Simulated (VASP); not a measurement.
# BaTiO3 (Amm2) in VASP: notebook

The runs below take BaTiO3 through single point, with PBEsol+U.

All numbers are computed with VASP 6.6.1; they aren't measurements. Logs are shortened: lines on timing, memory, paths and dates and some standing lists are left out, and cuts for length are marked.

### Step 1. The cell of the first run

The structure is orthorhombic, space group Amm2 (No. 38). The conventional cell has a = 3.986 Å, b = 5.674 Å, c = 5.690 Å, α = 90.00°, β = 90.00°, γ = 90.00°. Ba (site symmetry mm2) has 12 O at 2.77 to 2.92 Å and 8 Ti at 3.42 to 3.53 Å within 3.7 Å. Within 2.6 Å of Ti (site symmetry mm2) lie 6 O at 1.93 to 2.09 Å. Within 2.6 Å of O (site symmetry mm2) lie 2 Ti at 2.00 Å. O (site symmetry m) has 2 Ti at 1.93 to 2.09 Å within 2.6 Å.

### Step 2. Single point, PBEsol+U

The input, INCAR:

```
PREC = Accurate
ENCUT = 520
EDIFF = 1E-7
ISMEAR = 0
SIGMA = 0.01
LREAL = F
LASPH = T
NELM = 150
ALGO = Normal
ISIF = 2
LWAVE = F
LCHARG = F
LMAXMIX = 4
LDAU = T
LDAUTYPE = 2
LDAUL = -1 2 -1
LDAUU = 0 3 0
LDAUJ = 0 0 0
LDAUPRINT = 1
GGA = PS
NBANDS = 28
```

The input, KPOINTS:

```
regular mesh
0
Gamma
  4 4 4
```

The input, POSCAR:

```
BaTiO3
1.0
    3.9855000000      0.0000000000      0.0000000000
    0.0000000000      2.8369000000      2.8451500000
    0.0000000000     -2.8369000000      2.8451500000
Ba Ti O
1 1 3
Direct
    0.0000000000      0.0000000000      0.0000000000
    0.5000000000      0.5124000000      0.5124000000
    0.0000000000      0.4874000000      0.4874000000
    0.5000000000      0.5052400000      0.9918400000
    0.5000000000      0.9918400000      0.5052400000
```

Potentials or basis: VASP PAW PBE potentials, release 64 (Ba_sv, Ti_sv, O).

Started as:

```console
$ cat potpaw_PBE.64/Ba_sv/POTCAR potpaw_PBE.64/Ti_sv/POTCAR potpaw_PBE.64/O/POTCAR > POTCAR
$ mpirun -np 1 vasp_std > vasp.out
```

OUTCAR:

```text
PREC = Accurate
   ENCUT = 520
   EDIFF = 1E-7
   ISMEAR = 0
   LREAL = F
   LASPH = T
   NELM = 150
   ISIF = 2
   GGA = PS

 ion  position               nearest neighbor table
   1  0.000  0.000  0.000-   3 2.77   4 2.81   5 2.81   4 2.81   5 2.81   3 2.84   3 2.84   4 2.84
                             5 2.84   5 2.84   4 2.84   3 2.92   2 3.42   2 3.42   2 3.47   2 3.47
   2  0.500  0.512  0.512-   4 1.93   5 1.93   3 2.00   3 2.00   5 2.09   4 2.09   1 3.42   1 3.42
                             1 3.47   1 3.47   1 3.47   1 3.47   1 3.53   1 3.53
   3  0.000  0.487  0.487-   2 2.00   2 2.00   1 2.77   1 2.84   1 2.84   1 2.92
   4  0.500  0.505  0.992-   2 1.93   2 2.09   1 2.81   1 2.81   1 2.84   1 2.84
   5  0.500  0.992  0.505-   2 1.93   2 2.09   1 2.81   1 2.81   1 2.84   1 2.84

  LATTYP: Found a base centered orthorhombic cell.
 ALAT       =     5.6738000000
 B/A-ratio  =     1.0029081039
 C/A-ratio  =     0.7024392823

  Lattice vectors:

 A1 = (   0.0000000000,   2.8369000000,  -2.8451500000)
 A2 = (   0.0000000000,   2.8369000000,   2.8451500000)
 A3 = (   3.9855000000,   0.0000000000,   0.0000000000)

Analysis of symmetry for initial positions (statically):
=====================================================================
 Subroutine PRICEL returns:
 Original cell was already a primitive cell.

 Routine SETGRP: Setting up the symmetry group for a
 base centered orthorhombic supercell.

 Subroutine GETGRP returns: Found  4 space group operations
 (whereof  4 operations were pure point group operations)
 out of a pool of  8 trial point group operations.

The static configuration has the point symmetry C_2v.

Analysis of symmetry for dynamics (positions and initial velocities):
=====================================================================
 Subroutine PRICEL returns:
 Original cell was already a primitive cell.

 Routine SETGRP: Setting up the symmetry group for a
 base centered orthorhombic supercell.

 Subroutine GETGRP returns: Found  4 space group operations
 (whereof  4 operations were pure point group operations)
 out of a pool of  8 trial point group operations.

The dynamic configuration has the point symmetry C_2v.

 Subroutine INISYM returns: Found  4 space group operations
 (whereof  4 operations are pure point group operations),
 and found     1 'primitive' translations

----------------------------------------------------------------------------------------

                                     Primitive cell

  volume of cell :      64.3372

  direct lattice vectors                    reciprocal lattice vectors
     3.985500000  0.000000000  0.000000000     0.250909547  0.000000000  0.000000000
     0.000000000  2.836900000  2.845150000     0.000000000  0.176248722  0.175737659
     0.000000000 -2.836900000  2.845150000     0.000000000 -0.176248722  0.175737659

  length of vectors
     3.985500000  4.017820321  4.017820321     0.250909547  0.248892219  0.248892219

  position of ions in fractional coordinates (direct lattice)
     0.000000000  0.000000000  0.000000000
     0.500000000  0.512400000  0.512400000
     0.000000000  0.487400000  0.487400000
     0.500000000  0.505240000  0.991840000
     0.500000000  0.991840000  0.505240000

  ion indices of the primitive-cell ions
   primitive index   ion index
                 1           1
                 2           2
                 3           3
                 4           4
                 5           5

----------------------------------------------------------------------------------------

 KPOINTS: regular mesh

Automatic generation of k-mesh.
 Grid dimensions read from file:
 generate k-points for:    4    4    4

[... 49 lines left out ...]
 SYSTEM =  unknown system
   PREC   = accura    normal or accurate (medium, high low for compatibility)
   ISTART =      0    job   : 0-new  1-cont  2-samecut
   ICHARG =      2    charge: 1-file 2-atom 10-const
   ISPIN  =      1    spin polarized calculation?
   LNONCOLLINEAR =      F non collinear calculations
   LSORBIT =      F    spin-orbit coupling
   LASPH  =      T    aspherical Exc in radial PAW
   ENCUT  =  520.0 eV  38.22 Ry    6.18 a.u.   7.41  7.47  7.47*2*pi/ulx,y,z
   NELM   =    150;   NELMIN=  2; NELMDL= -5     # of ELM steps
   EDIFF  = 0.1E-06   stopping-criterion for ELM
   LREAL  =      F    real-space projection
   EDIFFG = 0.1E-05   stopping-criterion for IOM
   NSW    =      0    number of steps for IOM
   IBRION =     -1    ionic relax: 0-MD 1-quasi-New 2-CG
   NFREE  =      0    steps in history (QN), initial steepest desc. (CG)
   ISIF   =      2    stress and relaxation
   ISYM   =      2    0-nonsym 1-usesym 2-fastsym
   POTIM  = 0.5000    time-step for ionic-motion
   TEBEG  =    0.0;   TEEND  =   0.0 temperature during run
   PSTRESS=    0.0 pullay stress
   NELECT =      40.0000    total number of electrons
   NUPDOWN=      -1.0000    fix difference up-down
   EMIN   =  10.00;   EMAX   =-10.00  energy-range for DOS
   EFERMI =   0.00;   METHOD = LEGACY
   ISMEAR =     0;   SIGMA  =   0.01  broadening in eV -4-tet -1-fermi 0-gaus
   EFERMI_NEDOS =   21; number of points for ismear=-14 and -15
   IALGO  =     38    algorithm
   IMIX   =      4    mixing-type and parameters
     AMIX     =   0.40;   BMIX     =  1.00
     AMIX_MAG =   1.60;   BMIX_MAG =  1.00
  volume/ion in A,a.u.               =      12.87        86.83
  Fermi-wavevector in a.u.,A,eV,Ry     =   1.397250  2.640420 26.562762  1.952308
  Thomas-Fermi vector in A             =   2.520525
   LORBIT       =      0    0 simple, 1 ext, 2 COOP (PROOUT), +10 PAW based schemes
 LDA+U is selected, type is set to LDAUTYPE =  2
   angular momentum for each species LDAUL =    -1    2   -1
   U (eV)           for each species LDAUU =   0.0  3.0  0.0
   J (eV)           for each species LDAUJ =   0.0  0.0  0.0
   GGA     = PS    functional components
   LHFCALC =     F    Hartree Fock is set to
   AEXX    =    0.0000 exact exchange contribution
   IVDW    =     0    specifies the selected vdW correction
   LEPSILON=     F    determine dielectric tensor
   LRPA    =     F    only Hartree local field effects (RPA)
 non-spin polarized calculation
 Gauss-broadening in eV      SIGMA  =   0.01
  energy-cutoff  :      520.00
  volume of cell :       64.34
 maximum number of plane-waves:      1753
 NGX is ok and might be reduce to    30
   NGX = 15   NGY = 15   NGZ = 15

atom =   2  type =  2  l = 2

 onsite density matrix

spin component  1

  0.1122  0.0000  0.0000  0.0000  0.0000
  0.0000  0.2420  0.0000  0.0000  0.0000
  0.0000  0.0000  0.1428  0.0000 -0.0540
  0.0000  0.0000  0.0000  0.1142  0.0000
  0.0000  0.0000 -0.0540  0.0000  0.2095

spin component  2

  0.1122  0.0000  0.0000  0.0000  0.0000
  0.0000  0.2420  0.0000  0.0000  0.0000
  0.0000  0.0000  0.1428  0.0000 -0.0540
  0.0000  0.0000  0.0000  0.1142  0.0000
  0.0000  0.0000 -0.0540  0.0000  0.2095

 occupancies and eigenvectors

  o =  0.1122  v =  1.0000  0.0000  0.0000  0.0000  0.0000  0.0000  0.0000  0.0000  0.0000  0.0000      0.0000  0.0000  0.0000  0.0000  0.0000  0.0000  0.0000  0.0000  0.0000  0.0000
  o =  0.1122  v =  0.0000  0.0000  0.0000  0.0000  0.0000  1.0000  0.0000  0.0000  0.0000  0.0000      0.0000  0.0000  0.0000  0.0000  0.0000  0.0000  0.0000  0.0000  0.0000  0.0000
  o =  0.1126  v =  0.0000  0.0000 -0.8733  0.0000 -0.4872  0.0000  0.0000  0.0000  0.0000  0.0000      0.0000  0.0000  0.0000  0.0000  0.0000  0.0000  0.0000  0.0000  0.0000  0.0000
  o =  0.1126  v =  0.0000  0.0000  0.0000  0.0000  0.0000  0.0000  0.0000 -0.8733  0.0000 -0.4872      0.0000  0.0000  0.0000  0.0000  0.0000  0.0000  0.0000  0.0000  0.0000  0.0000
  o =  0.1142  v =  0.0000  0.0000  0.0000  1.0000  0.0000  0.0000  0.0000  0.0000  0.0000  0.0000      0.0000  0.0000  0.0000  0.0000  0.0000  0.0000  0.0000  0.0000  0.0000  0.0000
  o =  0.1142  v =  0.0000  0.0000  0.0000  0.0000  0.0000  0.0000  0.0000  0.0000  1.0000  0.0000      0.0000  0.0000  0.0000  0.0000  0.0000  0.0000  0.0000  0.0000  0.0000  0.0000
  o =  0.2396  v =  0.0000  0.0000  0.0000  0.0000  0.0000  0.0000  0.0000 -0.4872  0.0000  0.8733      0.0000  0.0000  0.0000  0.0000  0.0000  0.0000  0.0000  0.0000  0.0000  0.0000
  o =  0.2396  v =  0.0000  0.0000 -0.4872  0.0000  0.8733  0.0000  0.0000  0.0000  0.0000  0.0000      0.0000  0.0000  0.0000  0.0000  0.0000  0.0000  0.0000  0.0000  0.0000  0.0000
  o =  0.2420  v =  0.0000  0.0000  0.0000  0.0000  0.0000  0.0000  1.0000  0.0000  0.0000  0.0000      0.0000  0.0000  0.0000  0.0000  0.0000  0.0000  0.0000  0.0000  0.0000  0.0000
  o =  0.2420  v =  0.0000  1.0000  0.0000  0.0000  0.0000  0.0000  0.0000  0.0000  0.0000  0.0000      0.0000  0.0000  0.0000  0.0000  0.0000  0.0000  0.0000  0.0000  0.0000  0.0000

 number of electron      39.9999995 magnetization

 Free energy of the ion-electron system (eV)
  ---------------------------------------------------
  ext. energy  EPLUGINS =         0.00000000
  ---------------------------------------------------
  free energy    TOTEN  =       -39.90623855 eV

  energy without entropy =      -39.90623855  energy(sigma->0) =      -39.90623855

 E-fermi :   3.8190     XC(G=0): -11.5002

 val. band max:        3.7684554384   @ k =   0.5000   0.5000   0.5000
 cond. band min:       5.8950328396   @ k =   0.0000   0.0000   0.0000
 fundamental gap:      2.1265774012
 Fermi energy:         3.8190334381

 k-point     1 :       0.0000    0.0000    0.0000
  band No.  band energies     occupation
      1     -53.3605      2.00000
      2     -29.6619      2.00000
      3     -29.6605      2.00000
      4     -29.6456      2.00000
      5     -21.0122      2.00000
      6     -13.0821      2.00000
[... 640 lines left out ...]
     27      11.5071      0.00000
     28      11.5491      0.00000

------------------------ aborting loop because EDIFF is reached ----------------------------------------

  FORCE on cell =-STRESS in cart. coord.  units (eV):
  Direction    XX          YY          ZZ          XY          YZ          ZX
  --------------------------------------------------------------------------------------
  -------------------------------------------------------------------------------------
  Total        0.1740285      0.2740965      0.0034630      0.0000000      0.0000000      0.0000000
  in kB        4.3338001      6.8257761      0.0862393      0.0000000      0.0000000      0.0000000
  external PRESSURE =       3.7486052 kB  Pullay stress =       0.0000000 kB

 VOLUME and BASIS-vectors are now :
 -----------------------------------------------------------------------------
  energy-cutoff  :      520.00
  volume of cell :       64.34
      direct lattice vectors                 reciprocal lattice vectors
     3.985500000  0.000000000  0.000000000     0.250909547  0.000000000  0.000000000
     0.000000000  2.836900000  2.845150000     0.000000000  0.176248722  0.175737659
     0.000000000 -2.836900000  2.845150000     0.000000000 -0.176248722  0.175737659

 POSITION                                       TOTAL-FORCE (eV/Angst)
 -----------------------------------------------------------------------------------
      0.00000      0.00000      0.00000         0.000000      0.000000      0.167344
      1.99275      0.00000      2.91571         0.000000      0.000000     -0.204479
      0.00000      0.00000      2.77345         0.000000      0.000000      0.205441
      1.99275     -1.38044      4.25942         0.000000     -0.181931     -0.084153
      1.99275      1.38044      4.25942         0.000000      0.181931     -0.084153
 -----------------------------------------------------------------------------------
    total drift:                                0.000000      0.000001      0.000625

  FREE ENERGIE OF THE ION-ELECTRON SYSTEM (eV)
  ---------------------------------------------------
  free  energy   TOTEN  =       -39.9062385490 eV

  energy  without entropy=      -39.9062385490  energy(sigma->0) =      -39.90623855
```

Wall time 66 s (1 thread of Intel Xeon 8259CL, shared host); peak memory 0.19 GiB.

What came out:

```yaml
Free_energy: -39.9062 eV
Pressure: 0.4 GPa
Largest_force: 0.205 eV/Å
Band_gap_on_the_k_mesh: 2.13 eV (least direct gap 2.36 eV)
```

Forces in eV/Å, atoms in the order of the input:
```
Ba   0.000  0.000  0.167
Ti   0.000  0.000 -0.204
O    0.000  0.000  0.205
O    0.000 -0.182 -0.084
O    0.000  0.182 -0.084
```

Stress tensor (GPa, compression positive):
```
0.43 0.00 0.00
0.00 0.68 0.00
0.00 0.00 0.01
```

Eigenvalues of the final occupation matrices:
```tsv
site	spin	trace	eigenvalues
site 2 d	1	0.82	0.11 0.11 0.11 0.24 0.24
site 2 d	2	0.82	0.11 0.11 0.11 0.24 0.24
```

Caveat: the PAW data sets were made with another functional, which shifts forces and pressure a little; spin-orbit coupling is left out, which moves the levels of the heavy elements. A k mesh can miss the band edges.

### Step 3. Single point, PBEsol+U

The input, INCAR:

```
ALGO     = Normal         # electronic algorithm
EDIFF    = 1E-7           # SCF threshold, eV
ENCUT    = 520            # plane-wave cutoff, eV
GGA      = PS             # functional
ISIF     = 2              # what is computed and relaxed
ISMEAR   = 0              # smearing method
LASPH    = T              # aspherical terms in the spheres
LCHARG   = F              # write CHGCAR
LDAU     = T              # DFT+U
LDAUJ    = 0 0 0        
LDAUL    = -1 2 -1        # shell
LDAUPRINT= 1            
LDAUTYPE = 2            
LDAUU    = 0 4.5 0        # U, eV
LMAXMIX  = 4              # l up to which the mixer works
LREAL    = F              # projectors in reciprocal space
LWAVE    = F              # write WAVECAR
NBANDS   = 28             # bands
NELM     = 150            # most SCF steps
PREC     = Accurate       # precision mode
SIGMA    = 0.01           # smearing width, eV
```

The input, KPOINTS:

```
k-points
0
Gamma
  4 4 4
```

POSCAR is that of step 2.

Potentials or basis: VASP PAW PBE potentials, release 64 (Ba_sv, Ti_sv, O).

Started as:

```console
$ cat potpaw_PBE.64/Ba_sv/POTCAR potpaw_PBE.64/Ti_sv/POTCAR potpaw_PBE.64/O/POTCAR > POTCAR
$ mpirun -np 1 vasp_std > vasp.out
```

It took 68 s on 1 thread of Intel Xeon 8259CL, shared host; peak memory 0.19 GiB.

The run converged. Its results:

| Property | Result |
| --- | --- |
| Free energy | -38.9224 eV |
| Pressure | 1.6 GPa |
| Largest force | 0.440 eV/Å |
| Band gap on the k mesh | 2.31 eV (least direct gap 2.56 eV) |

Forces on the atoms (eV/Å):
```
Ba   0.000  0.000  0.173
Ti   0.000  0.000 -0.440
O    0.000  0.000  0.213
O    0.000 -0.283  0.027
O    0.000  0.283  0.027
```

Stress tensor (GPa, compression positive):
```
1.69 0.00 0.00
0.00 1.96 0.00
0.00 0.00 1.26
```

Levels at points of the mesh, in eV from the valence-band top:
```tsv
k point	band 17	band 18	band 19	band 20	band 21	band 22	band 23	band 24
(0.00, 0.00, 0.00)	-1.12	-0.35	-0.29	-0.25	2.31	2.36	2.49	4.07
(0.50, 0.00, 0.00)	-1.76	-1.70	-0.90	-0.86	2.54	3.98	4.05	4.07
(0.00, 0.50, 0.00)	-1.77	-1.66	-0.88	-0.83	2.58	4.01	4.04	4.11
(0.50, 0.50, 0.00)	-1.91	-0.92	-0.91	-0.09	4.04	4.05	4.45	4.76
(0.00, 0.50, 0.50)	-1.85	-0.94	-0.90	-0.14	4.03	4.08	4.44	4.89
(0.50, 0.50, 0.50)	-2.31	-0.04	-0.01	0.00	4.65	4.70	4.71	6.45
```

Eigenvalues of the final occupation matrices:
| site | spin | trace | eigenvalues |
| --- | --- | --- | --- |
| site 2 d | 1 | 0.79 | 0.10 0.11 0.11 0.24 0.24 |
| site 2 d | 2 | 0.79 | 0.10 0.11 0.11 0.24 0.24 |

Caveat: the PAW data sets were made with another functional, which shifts forces and pressure a little; spin-orbit coupling is left out, which moves the levels of the heavy elements. A k mesh can miss the band edges.

### Step 4. Single point, PBEsol+U

The input, INCAR:

```
SYSTEM = BaTiO3
PREC = Accurate ; ENCUT = 520
EDIFF = 1E-7 ; ISMEAR = 0
SIGMA = 0.01 ; LREAL = .FALSE.
LASPH = .TRUE. ; NELM = 150
ALGO = Normal ; ISIF = 2
LWAVE = .FALSE. ; LCHARG = .FALSE.
LMAXMIX = 4 ; LDAU = .TRUE.
LDAUTYPE = 2 ; LDAUL = -1 2 -1
LDAUU = 0 6 0 ; LDAUJ = 0 0 0
LDAUPRINT = 1 ; GGA = PS
NBANDS = 28
```

The input, KPOINTS:

```
Automatic mesh
0
G
  4 4 4
  0 0 0
```

POSCAR is that of step 3.

Started as:

```console
$ cat potpaw_PBE.64/Ba_sv/POTCAR potpaw_PBE.64/Ti_sv/POTCAR potpaw_PBE.64/O/POTCAR > POTCAR
$ mpirun -np 1 vasp_std > vasp.out
```

Wall time 82 s (1 thread of Intel Xeon 8259CL, shared host); peak memory 0.19 GiB.

It converged, with:

```yaml
Free_energy: -37.9698 eV
Pressure: 2.9 GPa
Largest_force: 0.675 eV/Å
Band_gap_on_the_k_mesh: 2.51 eV (least direct gap 2.76 eV)
```

Forces on the atoms (eV/Å):
```
Ba   0.000  0.000  0.178
Ti   0.000  0.000 -0.675
O    0.000  0.000  0.220
O    0.000 -0.386  0.139
O    0.000  0.386  0.139
```

Stress tensor (GPa, compression positive):
```
2.99 0.00 0.00
0.00 3.27 0.00
0.00 0.00 2.56
```

Levels at points of the mesh, in eV from the valence-band top:
| k point | band 16 | band 17 | band 18 | band 19 | band 20 | band 21 | band 22 | band 23 | band 24 | band 25 |
| --- | --- | --- | --- | --- | --- | --- | --- | --- | --- | --- |
| (0.00, 0.00, 0.00) | -1.17 | -1.13 | -0.35 | -0.30 | -0.26 | 2.51 | 2.55 | 2.67 | 4.09 | 4.16 |
| (0.50, 0.00, 0.00) | -2.04 | -1.73 | -1.68 | -0.92 | -0.88 | 2.75 | 4.08 | 4.17 | 4.26 | 5.82 |
| (0.00, 0.50, 0.00) | -2.02 | -1.74 | -1.64 | -0.90 | -0.85 | 2.79 | 4.14 | 4.20 | 4.23 | 5.93 |
| (0.50, 0.50, 0.00) | -2.62 | -1.97 | -0.92 | -0.91 | -0.09 | 4.23 | 4.25 | 4.65 | 4.76 | 7.63 |
| (0.00, 0.50, 0.50) | -2.62 | -1.91 | -0.95 | -0.91 | -0.14 | 4.22 | 4.27 | 4.64 | 4.90 | 7.66 |
| (0.50, 0.50, 0.50) | -2.29 | -2.27 | -0.04 | -0.01 | 0.00 | 4.84 | 4.90 | 4.91 | 6.42 | 6.47 |

Eigenvalues of the final occupation matrices:
```
    site  spin  trace               eigenvalues
site 2 d     1   0.76  0.10 0.10 0.10 0.23 0.24
site 2 d     2   0.76  0.10 0.10 0.10 0.23 0.24
```

Caveat: the PAW data sets were made with another functional, which shifts forces and pressure a little; spin-orbit coupling is left out, which moves the levels of the heavy elements. A k mesh can miss the band edges.

### Step 5. Overview

```csv
U,gap on the mesh (eV),pressure (GPa),largest force (eV/Å)
Ti d U = 3.0 eV,2.13,0.4,0.21
Ti d U = 4.5 eV,2.31,1.6,0.44
Ti d U = 6.0 eV,2.51,2.9,0.67
```

Alike in all rows: task single point; level PBEsol+U; potentials or basis VASP PAW PBE potentials, release 64 (Ba_sv, Ti_sv, O); no spin polarisation; cell as given; k mesh 4 × 4 × 4; cutoff (eV) 520; smearing gaussian 0.01 eV.

Caveats: the PAW data sets were made with another functional, which shifts forces and pressure a little; spin-orbit coupling is left out, which moves the levels of the heavy elements.

Absolute energies hang on the potentials; compare differences alone.
